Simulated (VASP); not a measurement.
# SnO (P2_1/m) in VASP: a series of runs, part 2 of 2

VASP 6.6.1.

## 3. Single point, PBEsol+D3(BJ) (strain -0.1000 x Voigt [0, 0, 0, 1, 0, 0])

INCAR reads:

```
PREC = Accurate
ENCUT = 600
EDIFF = 1E-6
ISMEAR = 0
SIGMA = 0.15
LREAL = False
LASPH = True
NELM = 120
ALGO = Normal
ISIF = 2
LWAVE = False
LCHARG = False
GGA = PS
IVDW = 12
NBANDS = 28
GGA_COMPAT = False
```

KPOINTS reads:

```
regular mesh
0
Gamma
  12 12 10
```

POSCAR reads:

```
SnO
1.0
    3.7703910616      0.0000000000      0.0000000000
    0.0000000000      3.7703910616     -0.1885195531
    0.0000000000     -0.2281685143      4.5633702865
Sn O
2 2
Direct
    0.0000000000      0.5000000000      0.2532585894
    0.5000000000      0.0000000000      0.7467414106
    0.0000000000      0.0000000000      0.0000000000
    0.5000000000      0.5000000000      0.0000000000
```

Potentials or basis: VASP PAW PBE potentials, release 64 (Sn_d, O).

Launch:

```bash
$ cat potpaw_PBE.64/Sn_d/POTCAR potpaw_PBE.64/O/POTCAR > POTCAR
$ mpirun -np 1 vasp_std > vasp.out
```

OUTCAR:

```text
PREC = Accurate
   ENCUT = 600
   EDIFF = 1E-6
   ISMEAR = 0
   LREAL = False
   LASPH = True
   NELM = 120
   ISIF = 2
   GGA = PS
   IVDW = 12
 IVDW          = 12

 ion  position               nearest neighbor table
   1  0.000  0.500  0.253-   3 2.11   4 2.21   4 2.21   3 2.31   2 3.37   2 3.37   2 3.41   2 3.41
                             2 3.61   2 3.61   2 3.65   2 3.65
   2  0.500  0.000  0.747-   4 2.11   3 2.21   3 2.21   4 2.31   1 3.37   1 3.37   1 3.41   1 3.41
                             1 3.61   1 3.61   1 3.65   1 3.65
   3  0.000  0.000  0.000-   1 2.11   2 2.21   2 2.21   1 2.31
   4  0.500  0.500  0.000-   2 2.11   1 2.21   1 2.21   2 2.31

  LATTYP: Found a simple monoclinic cell.
 ALAT       =     3.7751011085
 B/A-ratio  =     0.9987523389
 C/A-ratio  =     1.2103175007
 COS(beta)  =    -0.0997506234

  Lattice vectors:

 A1 = (   0.0000000000,   3.7703910616,  -0.1885195531)
 A2 = (  -3.7703910616,   0.0000000000,   0.0000000000)
 A3 = (   0.0000000000,  -0.2281685143,   4.5633702865)

Analysis of symmetry for initial positions (statically):
=====================================================================
 Subroutine PRICEL returns:
 Original cell was already a primitive cell.

 Routine SETGRP: Setting up the symmetry group for a
 simple monoclinic supercell.

 Subroutine GETGRP returns: Found  4 space group operations
 (whereof  2 operations were pure point group operations)
 out of a pool of  4 trial point group operations.

The static configuration has the point symmetry C_1h.
 The point group associated with its full space group is C_2h.

Analysis of symmetry for dynamics (positions and initial velocities):
=====================================================================
 Subroutine PRICEL returns:
 Original cell was already a primitive cell.

 Routine SETGRP: Setting up the symmetry group for a
 simple monoclinic supercell.

 Subroutine GETGRP returns: Found  4 space group operations
 (whereof  2 operations were pure point group operations)
 out of a pool of  4 trial point group operations.
[... 126 lines left out ...]
     AMIX_MAG =   1.60;   BMIX_MAG =  1.00
  volume/ion in A,a.u.               =      16.18       109.17
  Fermi-wavevector in a.u.,A,eV,Ry     =   1.394562  2.635339 26.460637  1.944802
  Thomas-Fermi vector in A             =   2.518099
   LORBIT       =      0    0 simple, 1 ext, 2 COOP (PROOUT), +10 PAW based schemes
   GGA     = PS    functional components
   LHFCALC =     F    Hartree Fock is set to
   AEXX    =    0.0000 exact exchange contribution
   IVDW    =    12    specifies the selected vdW correction
   LEPSILON=     F    determine dielectric tensor
   LRPA    =     F    only Hartree local field effects (RPA)
 non-spin polarized calculation
 Gauss-broadening in eV      SIGMA  =   0.15
  energy-cutoff  :      600.00
  volume of cell :       64.71
 maximum number of plane-waves:      2183
   NGX = 15   NGY = 15   NGZ = 19

 number of electron      40.0000010 magnetization

 Free energy of the ion-electron system (eV)
  ---------------------------------------------------
  ext. energy  EPLUGINS =         0.00000000
  ---------------------------------------------------
  free energy    TOTEN  =       -24.05477704 eV

  energy without entropy =      -24.05043791  energy(sigma->0) =      -24.05260747

 E-fermi :   8.0209     XC(G=0): -10.9410

 val. band max:        8.0200130588   @ k =   0.0833   0.0000   0.1000
 cond. band min:       8.0303521552   @ k =   0.4167  -0.4167   0.1000
 fundamental gap:      0.0103390964
 Fermi energy:         8.0208853668

 k-point     1 :       0.0000    0.0000    0.0000
  band No.  band energies     occupation
      1     -14.1080      2.00000
      2     -13.6559      2.00000
      3     -13.6130      2.00000
      4     -13.5744      2.00000
      5     -13.5496      2.00000
      6     -13.5353      2.00000
[... 733 lines left out ...]
     27      16.3741      0.00000
     28      16.7243      0.00000

 [... further k-points ...]

------------------------ aborting loop because EDIFF is reached ----------------------------------------

 Edisp (eV)   -0.93632

 E8    (eV) :    -0.6197

  FORCE on cell =-STRESS in cart. coord.  units (eV):
  Direction    XX          YY          ZZ          XY          YZ          ZX
  --------------------------------------------------------------------------------------
  -------------------------------------------------------------------------------------
  Total       0.24430     1.00685     0.62373     0.00000     2.68266     0.00000
  in kB       6.04865    24.92895    15.44326     0.00000    66.42082     0.00000
  external pressure =       15.47 kB  Pullay stress =        0.00 kB

 VOLUME and BASIS-vectors are now :
 -----------------------------------------------------------------------------
  energy-cutoff  :      600.00
  volume of cell :       64.71
      direct lattice vectors                 reciprocal lattice vectors
     3.770391062  0.000000000  0.000000000     0.265224478  0.000000000  0.000000000
     0.000000000  3.770391062 -0.188519553     0.000000000  0.265889201  0.013294460
     0.000000000 -0.228168514  4.563370286     0.000000000  0.010984275  0.219685496

 POSITION                                       TOTAL-FORCE (eV/Angst)
 -----------------------------------------------------------------------------------
      0.00000      1.82741      1.06145         0.000000      0.620889      0.278307
      1.88520     -0.17038      3.40766         0.000000     -0.620889     -0.278307
      0.00000      0.00000      0.00000         0.000000     -0.455128     -0.126766
      1.88520      1.88520     -0.09426         0.000000      0.455128      0.126766
 -----------------------------------------------------------------------------------
    total drift:                                0.000000      0.000000      0.000000

  FREE ENERGIE OF THE ION-ELECTRON SYSTEM (eV)
  ---------------------------------------------------
  free  energy   TOTEN  =       -24.9910977955 eV

  energy  without entropy=      -24.9867586693  energy(sigma->0) =      -24.98892823
```

OSZICAR:

```text
N       E                     dE             d eps       ncg     rms          rms(c)
DAV:   1     0.438392894894E+03    0.43839E+03   -0.21586E+04 25224   0.245E+03
DAV:   2     0.392586379741E+02   -0.39913E+03   -0.38304E+03 24936   0.588E+02
DAV:   3    -0.240462098745E+02   -0.63305E+02   -0.62017E+02 27440   0.188E+02
DAV:   4    -0.271614403070E+02   -0.31152E+01   -0.30960E+01 28512   0.435E+01
DAV:   5    -0.272308325271E+02   -0.69392E-01   -0.69380E-01 26576   0.706E+00    0.108E+01
DAV:   6    -0.241157808175E+02    0.31151E+01   -0.13578E+01 39804   0.431E+01    0.481E+00
DAV:   7    -0.240894243292E+02    0.26356E-01   -0.16319E+00 27688   0.800E+00    0.240E+00
DAV:   8    -0.240648489858E+02    0.24575E-01   -0.27884E-01 30668   0.354E+00    0.754E-01
DAV:   9    -0.240541584434E+02    0.10691E-01   -0.41920E-02 39836   0.235E+00    0.212E-01
DAV:  10    -0.240549703216E+02   -0.81188E-03   -0.57819E-03 33740   0.742E-01    0.106E-01
DAV:  11    -0.240547652535E+02    0.20507E-03   -0.11282E-03 37716   0.345E-01    0.208E-02
DAV:  12    -0.240547834366E+02   -0.18183E-04   -0.16400E-04 25072   0.742E-02    0.265E-02
DAV:  13    -0.240547770107E+02    0.64259E-05   -0.21779E-05 28992   0.356E-02    0.199E-03
DAV:  14    -0.240547770364E+02   -0.25731E-07   -0.19622E-06 20600   0.106E-02
   1 F= -.24991098E+02 E0= -.24988928E+02  d E =-.433913E-02
```

stdout:

```text
POSCAR found type information on POSCAR SnO
 POSCAR found :  2 types and       4 ions
 scaLAPACK will be used
 -----------------------------------------------------------------------------
|                                                                             |
|                                                                             |
|     You enforced a specific xc type in the INCAR file but a different       |
|     I HOPE YOU KNOW WHAT YOU ARE DOING!                                     |
|                                                                             |
 -----------------------------------------------------------------------------

 LDA part: xc-table for (Slater+PW92), standard interpolation
 POSCAR, INCAR and KPOINTS ok, starting setup
 FFT: planning ... GRIDC
 FFT: planning ... GRID_SOFT
 FFT: planning ... GRID
 WAVECAR not read
 entering main loop
```

It took 8.5 min on 1 thread of Oxide Virtual Turin-like, shared host; peak memory 0.76 GiB.

What came out:

```yaml
Free_energy: -24.9911 eV
Pressure: 1.5 GPa
Largest_force: 0.680 eV/Å
Band_gap_on_the_k_mesh: zero (bands 20 and 21 overlap by 0.40 eV)
Dispersion_energy_per_atom: -0.234 eV
```

Forces on the atoms (eV/Å):
```
Sn   0.000  0.621  0.278
Sn   0.000 -0.621 -0.278
O    0.000 -0.455 -0.127
O    0.000  0.455  0.127
```

Levels at points of the mesh, in eV from the Fermi level:
| k point | band 16 | band 17 | band 18 | band 19 | band 20 | band 21 | band 22 | band 23 | band 24 | band 25 |
| --- | --- | --- | --- | --- | --- | --- | --- | --- | --- | --- |
| (0.00, 0.00, 0.00) | -6.60 | -3.70 | -3.33 | -3.32 | 0.03 | 2.37 | 4.30 | 4.36 | 4.54 | 5.72 |
| (0.50, 0.00, 0.00) | -5.32 | -5.02 | -5.02 | -3.04 | -3.04 | 3.47 | 3.47 | 5.71 | 5.71 | 6.44 |
| (0.00, 0.50, 0.00) | -5.22 | -5.16 | -4.97 | -3.24 | -2.70 | 3.00 | 4.06 | 5.23 | 6.02 | 6.28 |
| (0.50, 0.50, 0.00) | -5.39 | -2.66 | -2.66 | -2.03 | -2.03 | -0.35 | -0.35 | 4.51 | 4.51 | 7.70 |
| (0.00, 0.00, 0.50) | -3.79 | -3.37 | -3.36 | -2.57 | -2.30 | 1.38 | 2.40 | 2.84 | 3.39 | 7.37 |
| (0.50, 0.00, 0.50) | -5.86 | -5.03 | -5.03 | -1.83 | -1.83 | 2.89 | 2.89 | 5.06 | 5.06 | 7.15 |
| (0.00, 0.50, 0.50) | -5.81 | -5.19 | -4.88 | -2.23 | -1.47 | 2.37 | 3.39 | 4.95 | 5.26 | 6.51 |
| (0.50, 0.50, 0.50) | -6.05 | -3.10 | -3.10 | -2.66 | -2.66 | 2.11 | 2.11 | 4.45 | 4.45 | 5.88 |

Caveat: the cell differs from its parent crystal (strain -0.1000 x Voigt [0, 0, 0, 1, 0, 0]); semilocal functionals underestimate gaps, and a narrow one can read as zero; the PAW data sets were made with another functional, which shifts forces and pressure a little; spin-orbit coupling is left out, which moves the levels of the heavy elements.
